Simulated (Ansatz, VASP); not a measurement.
# PbSe: VASP beside Ansatz

```
Pb Se
1.0
     4.41489    0.00000    0.00000
    -0.01031    4.41488    0.00000
    -2.20229   -2.20744   12.00080
Pb Se
2 2
Direct
  0.80684 0.80730 0.61844
  0.18545 0.19981 0.38238
  0.28733 0.32315 0.62319
  0.68427 0.69990 0.37796
```

Alike in both runs: task single point; functional PBE; k mesh 6 × 6 × 3; occupations fermi-dirac, width 0.05 eV; no spin polarisation.

```csv
,VASP,Ansatz
version,VASP 6.6.1,Ansatz 0.2.0
potentials or method,"VASP PAW PBE potentials, release 64 (Pb_d, Se), cutoff 520 eV","all-electron LAPW, scalar-relativistic"
```

```tsv
	VASP	Ansatz	Ansatz less VASP
gap on the k mesh at the Fermi level (eV)	1.56	1.56	-0.001
least direct gap on the mesh (eV)	1.56	1.56	-0.001
rms of the force components (eV/Å)	0.126	0.129	+0.0033
```

Atom by atom the forces differ by 0.004 eV/Å (rms over components). Ansatz ran all-electron here, and VASP with PAW potentials.

Spin-orbit coupling is off throughout.
